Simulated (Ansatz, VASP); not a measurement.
Two plane-wave programs on SnSe

INCAR

```
SYSTEM = SnSe
PREC = Accurate
ENCUT = 500
EDIFF = 1E-6
ISMEAR = 0
SIGMA = 0.01
LREAL = .FALSE.
LASPH = .TRUE.
NELM = 120
ALGO = Normal
ISIF = 2
LWAVE = .FALSE.
LCHARG = .FALSE.
NBANDS = 28
GGA_COMPAT = .FALSE.
```

KPOINTS

```
regular mesh
0
G
  4 4 4
  0 0 0
```

POSCAR

```
SnSe
1.0
    4.2193393516      0.0000000000      0.0000000000
    0.0000000000      4.2193393516      0.0000000000
    0.0000000000      0.0000000000      5.9930255593
Sn Se
2 2
Direct
    0.5000000000      0.0000000000      0.2500915766
    0.0000000000      0.5000000000      0.7499084234
    0.5000000000      0.0000000000      0.7498972969
    0.0000000000      0.5000000000      0.2501027031
```

Input for Ansatz:

```yaml
crystal:
  lattice:
    - [4.2193393516, 0.0, 0.0]
    - [0.0, 4.2193393516, 0.0]
    - [0.0, 0.0, 5.9930255593]
  atoms:
    - { symbol: Sn, position: [0.5, 0.0, 0.2500915766] }
    - { symbol: Sn, position: [0.0, 0.5, 0.7499084234] }
    - { symbol: Se, position: [0.5, 0.0, 0.7498972969] }
    - { symbol: Se, position: [0.0, 0.5, 0.2501027031] }
kpoints:
  mp_grid: { grid: [4, 4, 4] }
hamiltonian:
  xc: lda
scf:
  occupations: { method: fixed }
  n_extra_bands: 5
output:
  forces: true
  stress: true
  eigenvalues: true
```

Alike in both runs: task single point; functional LDA; k mesh 4 × 4 × 4; no spin polarisation.

|  | VASP | Ansatz |
| --- | --- | --- |
| version | VASP 6.6.1 | Ansatz 0.2.0 |
| potentials or method | VASP PAW LDA potentials, release 64 (Sn_d, Se) | plane waves |
| plane-wave cutoff (eV) | 500 | 420 |
| occupations | gaussian, width 0.01 eV | fixed |
| valence electrons in the cell | 40 | 60 |

```tsv
	VASP	Ansatz	Ansatz less VASP
gap on the k mesh at the Fermi level (eV)	0.71	0.70	-0.019
pressure (GPa)	-2.8	-2.9	-0.07
traceless stress, the component that is largest in VASP (GPa)	-0.39	-0.39	+0.004
```

LDA's correlation is that of Perdew and Zunger in VASP and of Perdew and Wang (1992) in Ansatz. VASP's potentials hold 40 valence electrons a cell and Ansatz's 60, so a difference there can come from the potentials and not from the codes.
